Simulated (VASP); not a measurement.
# CsDyPt (P4/mmm) in VASP: notebook, part 4 of 4

VASP 6.6.1.

### Step 5. Single point, PBE

This run uses another cell than the first one, of 43.25 Å³/atom.

File INCAR:

```
PREC = Accurate
ENCUT = 500
EDIFF = 1E-6
ISMEAR = 0
SIGMA = 0.1
LREAL = F
LASPH = T
NELM = 200
ALGO = Normal
ISIF = 2
LWAVE = F
LCHARG = F
GGA = PE
NBANDS = 21
GGA_COMPAT = F
LMAXMIX = 6
```

File KPOINTS:

```
Automatic mesh
0
Gamma
  10 10 10
```

File POSCAR:

```
CsDyPt
1.0
    4.9258710879      0.0000000000      0.0000000000
    0.0000000000      4.9258710879      0.0000000000
    0.0000000000      0.0000000000      5.3471436351
Cs Dy Pt
1 1 1
Direct
    0.0000000000      0.0000000000      0.0000000000
    0.5000000000      0.5000000000      0.5000000000
    0.5000000000      0.5000000000      0.0000000000
```

Potentials or basis: VASP PAW PBE potentials, release 64 (Cs_sv, Dy_3, Pt), 4f in core.

Launch:

```sh
$ cat potpaw_PBE.64/Cs_sv/POTCAR potpaw_PBE.64/Dy_3/POTCAR potpaw_PBE.64/Pt/POTCAR > POTCAR
$ mpirun -np 1 vasp_std > vasp.out
```

OUTCAR:

```text
PREC = Accurate
   ENCUT = 500
   EDIFF = 1E-6
   ISMEAR = 0
   LREAL = F
   LASPH = T
   NELM = 200
   ISIF = 2
   GGA = PE

 ion  position               nearest neighbor table
   1  0.000  0.000  0.000-
   2  0.500  0.500  0.500-   3 2.67   3 2.67
   3  0.500  0.500  0.000-   2 2.67   2 2.67

  LATTYP: Found a simple tetragonal cell.
 ALAT       =     4.9258710879
 C/A-ratio  =     1.0855224466

  Lattice vectors:

 A1 = (   4.9258710879,   0.0000000000,   0.0000000000)
 A2 = (   0.0000000000,   4.9258710879,   0.0000000000)
 A3 = (   0.0000000000,   0.0000000000,   5.3471436351)

Analysis of symmetry for initial positions (statically):
=====================================================================
 Subroutine PRICEL returns:
 Original cell was already a primitive cell.

 Routine SETGRP: Setting up the symmetry group for a
 simple tetragonal supercell.

 Subroutine GETGRP returns: Found 16 space group operations
 (whereof 16 operations were pure point group operations)
 out of a pool of 16 trial point group operations.

The static configuration has the point symmetry D_4h.

Analysis of symmetry for dynamics (positions and initial velocities):
=====================================================================
 Subroutine PRICEL returns:
 Original cell was already a primitive cell.

 Routine SETGRP: Setting up the symmetry group for a
 simple tetragonal supercell.

 Subroutine GETGRP returns: Found 16 space group operations
 (whereof 16 operations were pure point group operations)
 out of a pool of 16 trial point group operations.

The dynamic configuration has the point symmetry D_4h.

 Subroutine INISYM returns: Found 16 space group operations
 (whereof 16 operations are pure point group operations),
 and found     1 'primitive' translations

----------------------------------------------------------------------------------------

                                     Primitive cell

  volume of cell :     129.7442

  direct lattice vectors                    reciprocal lattice vectors
     4.925871088  0.000000000  0.000000000     0.203009779  0.000000000  0.000000000
     0.000000000  4.925871088  0.000000000     0.000000000  0.203009779  0.000000000
     0.000000000  0.000000000  5.347143635     0.000000000  0.000000000  0.187015736

  length of vectors
     4.925871088  4.925871088  5.347143635     0.203009779  0.203009779  0.187015736

  position of ions in fractional coordinates (direct lattice)
     0.000000000  0.000000000  0.000000000
     0.500000000  0.500000000  0.500000000
     0.500000000  0.500000000  0.000000000

  ion indices of the primitive-cell ions
   primitive index   ion index
                 1           1
                 2           2
                 3           3

----------------------------------------------------------------------------------------

 KPOINTS: Automatic mesh

Automatic generation of k-mesh.
 Grid dimensions read from file:
 generate k-points for:   10   10   10

 Generating k-lattice:

  Cartesian coordinates                     Fractional coordinates (reciprocal lattice)
     0.020300978  0.000000000  0.000000000     0.100000000  0.000000000  0.000000000
     0.000000000  0.020300978  0.000000000     0.000000000  0.100000000  0.000000000
     0.000000000  0.000000000  0.018701574     0.000000000  0.000000000  0.100000000

  Length of vectors
     0.020300978  0.020300978  0.018701574

  Shift w.r.t. Gamma in fractional coordinates (k-lattice)
     0.000000000  0.000000000  0.000000000

 Subroutine IBZKPT returns following result:
 ===========================================

 Found    126 irreducible k-points:

 Following reciprocal coordinates:
            Coordinates               Weight
  0.000000  0.000000  0.000000      1.000000
  0.100000  0.000000  0.000000      4.000000
  0.200000  0.000000  0.000000      4.000000
  0.300000  0.000000  0.000000      4.000000
  0.400000  0.000000  0.000000      4.000000
  0.500000  0.000000  0.000000      2.000000
[... 16 lines left out ...]
  0.100000  0.000000  0.100000      8.000000
  0.200000  0.000000  0.100000      8.000000
 [... further k-points ...]
   k-points           NKPTS =    126   k-points in BZ     NKDIM =    126   number of bands    NBANDS=     21
   number of dos      NEDOS =    301   number of ions     NIONS =      3
   total plane-waves  NPLWV =  51840
   dimension x,y,z NGX =    36 NGY =   36 NGZ =   40
   dimension x,y,z NGXF=    72 NGYF=   72 NGZF=   80
   ions per type =               1   1   1
   NGX,Y,Z   is equivalent  to a cutoff of  12.15, 12.15, 12.44 a.u.
   NGXF,Y,Z  is equivalent  to a cutoff of  24.30, 24.30, 24.87 a.u.
 SYSTEM =  unknown system
   PREC   = accura    normal or accurate (medium, high low for compatibility)
   ISTART =      0    job   : 0-new  1-cont  2-samecut
   ICHARG =      2    charge: 1-file 2-atom 10-const
   ISPIN  =      1    spin polarized calculation?
   LNONCOLLINEAR =      F non collinear calculations
   LSORBIT =      F    spin-orbit coupling
   LASPH  =      T    aspherical Exc in radial PAW
   ENCUT  =  500.0 eV  36.75 Ry    6.06 a.u.   8.98  8.98  9.75*2*pi/ulx,y,z
   NELM   =    200;   NELMIN=  2; NELMDL= -5     # of ELM steps
   EDIFF  = 0.1E-05   stopping-criterion for ELM
   LREAL  =      F    real-space projection
   EDIFFG = 0.1E-04   stopping-criterion for IOM
   NSW    =      0    number of steps for IOM
   IBRION =     -1    ionic relax: 0-MD 1-quasi-New 2-CG
   NFREE  =      0    steps in history (QN), initial steepest desc. (CG)
   ISIF   =      2    stress and relaxation
   ISYM   =      2    0-nonsym 1-usesym 2-fastsym
   POTIM  = 0.5000    time-step for ionic-motion
   TEBEG  =    0.0;   TEEND  =   0.0 temperature during run
   PSTRESS=    0.0 pullay stress
   NELECT =      28.0000    total number of electrons
   NUPDOWN=      -1.0000    fix difference up-down
   EMIN   =  10.00;   EMAX   =-10.00  energy-range for DOS
   EFERMI =   0.00;   METHOD = LEGACY
   ISMEAR =     0;   SIGMA  =   0.10  broadening in eV -4-tet -1-fermi 0-gaus
   EFERMI_NEDOS =   21; number of points for ismear=-14 and -15
   IALGO  =     38    algorithm
   IMIX   =      4    mixing-type and parameters
     AMIX     =   0.40;   BMIX     =  1.00
     AMIX_MAG =   1.60;   BMIX_MAG =  1.00
  volume/ion in A,a.u.               =      43.25       291.85
  Fermi-wavevector in a.u.,A,eV,Ry     =   0.981970  1.855654 13.119622  0.964265
  Thomas-Fermi vector in A             =   2.113017
   LORBIT       =      0    0 simple, 1 ext, 2 COOP (PROOUT), +10 PAW based schemes
   GGA     = PE    functional components
   LHFCALC =     F    Hartree Fock is set to
   AEXX    =    0.0000 exact exchange contribution
   IVDW    =     0    specifies the selected vdW correction
   LEPSILON=     F    determine dielectric tensor
   LRPA    =     F    only Hartree local field effects (RPA)
 non-spin polarized calculation
 Gauss-broadening in eV      SIGMA  =   0.10
  energy-cutoff  :      500.00
  volume of cell :      129.74
 maximum number of plane-waves:      3360
 NGX is ok and might be reduce to    36
   NGX = 17   NGY = 17   NGZ = 19

 number of electron      28.0000001 magnetization

 Free energy of the ion-electron system (eV)
  ---------------------------------------------------
  ext. energy  EPLUGINS =         0.00000000
  ---------------------------------------------------
  free energy    TOTEN  =       -10.91360067 eV

  energy without entropy =      -10.90320022  energy(sigma->0) =      -10.90840045

 E-fermi :   2.1140     XC(G=0):  -8.1852

 val. band max:        2.1102654587   @ k =   0.5000   0.5000   0.5000
 cond. band min:       2.1246997194   @ k =   0.5000   0.2000   0.2000
 fundamental gap:      0.0144342606
 Fermi energy:         2.1139879120

 k-point     1 :       0.0000    0.0000    0.0000
  band No.  band energies     occupation
      1     -22.6755      2.00000
      2     -22.6755      2.00000
      3     -22.4267      2.00000
      4     -19.5340      2.00000
      5      -6.4880      2.00000
      6      -6.3431      2.00000
[... 13 lines left out ...]
     20       5.9320      0.00000
     21       5.9320      0.00000
[... 529 lines left out ...]
 k-point    24 :       0.2000    0.0000    0.1000
  band No.  band energies     occupation
      1     -22.6784      2.00000
      2     -22.6755      2.00000
      3     -22.4346      2.00000
      4     -19.5289      2.00000
      5      -6.5042      2.00000
      6      -6.4876      2.00000
[... 13 lines left out ...]
     20       5.4272      0.00000
     21       5.9259      0.00000

 [... further k-points ...]

------------------------ aborting loop because EDIFF is reached ----------------------------------------

  FORCE on cell =-STRESS in cart. coord.  units (eV):
  Direction    XX          YY          ZZ          XY          YZ          ZX
  --------------------------------------------------------------------------------------
  -------------------------------------------------------------------------------------
  Total        0.0527862      0.0527862      0.1497139      0.0000000      0.0000000      0.0000000
  in kB        0.6518432      0.6518432      1.8487783      0.0000000      0.0000000      0.0000000
  external PRESSURE =       1.0508216 kB  Pullay stress =       0.0000000 kB

 VOLUME and BASIS-vectors are now :
 -----------------------------------------------------------------------------
  energy-cutoff  :      500.00
  volume of cell :      129.74
      direct lattice vectors                 reciprocal lattice vectors
     4.925871088  0.000000000  0.000000000     0.203009779  0.000000000  0.000000000
     0.000000000  4.925871088  0.000000000     0.000000000  0.203009779  0.000000000
     0.000000000  0.000000000  5.347143635     0.000000000  0.000000000  0.187015736

 POSITION                                       TOTAL-FORCE (eV/Angst)
 -----------------------------------------------------------------------------------
      0.00000      0.00000      0.00000         0.000000      0.000000      0.000000
      2.46294      2.46294      2.67357         0.000000      0.000000      0.000000
      2.46294      2.46294      0.00000         0.000000      0.000000      0.000000
 -----------------------------------------------------------------------------------
    total drift:                                0.000000      0.000000     -0.000000

  FREE ENERGIE OF THE ION-ELECTRON SYSTEM (eV)
  ---------------------------------------------------
  free  energy   TOTEN  =       -10.9136006730 eV

  energy  without entropy=      -10.9032002221  energy(sigma->0) =      -10.90840045
```

OSZICAR:

```text
N       E                     dE             d eps       ncg     rms          rms(c)
DAV:   1     0.156643939884E+03    0.15664E+03   -0.11875E+04  5292   0.111E+03
DAV:   2     0.519532162078E+01   -0.15145E+03   -0.14259E+03  6645   0.267E+02
DAV:   3    -0.110894012542E+02   -0.16285E+02   -0.15541E+02  7182   0.634E+01
DAV:   4    -0.116635335872E+02   -0.57413E+00   -0.57156E+00  6416   0.136E+01
DAV:   5    -0.116805534970E+02   -0.17020E-01   -0.17012E-01  6920   0.243E+00    0.167E+01
DAV:   6    -0.110888112104E+02    0.59174E+00   -0.14977E+00  7307   0.518E+00    0.108E+01
DAV:   7    -0.109703276935E+02    0.11848E+00   -0.97979E-01  6320   0.531E+00    0.375E+00
DAV:   8    -0.109148829707E+02    0.55445E-01   -0.25404E-01  7670   0.234E+00    0.614E-01
DAV:   9    -0.109134990664E+02    0.13839E-02   -0.14959E-02  6770   0.605E-01    0.220E-01
DAV:  10    -0.109136065261E+02   -0.10746E-03   -0.53546E-04  6583   0.122E-01    0.612E-02
DAV:  11    -0.109135966432E+02    0.98830E-05   -0.73628E-05  7324   0.449E-02    0.434E-02
DAV:  12    -0.109136002719E+02   -0.36288E-05   -0.76558E-06  6104   0.169E-02    0.467E-03
DAV:  13    -0.109136006730E+02   -0.40105E-06   -0.14743E-06  5987   0.681E-03
   1 F= -.10913601E+02 E0= -.10908400E+02  d E =-.104005E-01
```

stdout:

```text
POSCAR found type information on POSCAR CsDyPt
 POSCAR found :  3 types and       3 ions
 scaLAPACK will be used
 LDA part: xc-table for (Slater+PW92), standard interpolation
 POSCAR, INCAR and KPOINTS ok, starting setup
 FFT: planning ... GRIDC
 FFT: planning ... GRID_SOFT
 FFT: planning ... GRID
 WAVECAR not read
 entering main loop
```

Wall time 2.5 min (1 thread of Intel Xeon Platinum 8488C (Sapphire Rapids), shared host); peak memory 0.5 GiB.

Results:

| Item | Value |
| --- | --- |
| Free energy | -10.9136 eV |
| Pressure | 0.1 GPa |
| Band gap on the k mesh | zero (bands 14 and 15 overlap by 0.98 eV) |

Caveat: spin-orbit coupling is left out, which moves the levels of the heavy elements; the 4f electrons are frozen in the core, so they carry no moment and show no levels.

### Step 6. Summary

```tsv
task	cell	k mesh	gap on the mesh (eV)	pressure (GPa)
single point	a = 4.176, b = 4.176, c = 6.187 Å, 3 atoms	4 × 4 × 4	none	1.6
single point	a = 4.895, b = 4.895, c = 5.372 Å, 3 atoms	4 × 4 × 4	none	0.1
relaxation of cell and atoms	relaxed from a = 4.176, b = 4.176, c = 6.187 Å, 3 atoms	4 × 4 × 4	none	0.0
single point	a = 4.926, b = 4.926, c = 5.347 Å, 3 atoms	10 × 10 × 10	none	0.1
```

Alike in all rows: level PBE; potentials or basis VASP PAW PBE potentials, release 64 (Cs_sv, Dy_3, Pt), 4f in core; no spin polarisation; cutoff (eV) 500; smearing gaussian 0.1 eV.

Caveats: some runs use coarse meshes; spin-orbit coupling is left out, which moves the levels of the heavy elements; the 4f electrons are frozen in the core, so they carry no moment and show no levels; the volume moved by over 15 % at a fixed basis, so the end points are rough (at least some runs).

Total energies depend on the potentials used, so only differences within one code and one set of settings carry meaning.

The gap in the log of VASP goes by the Fermi energy; the results here count the filled bands.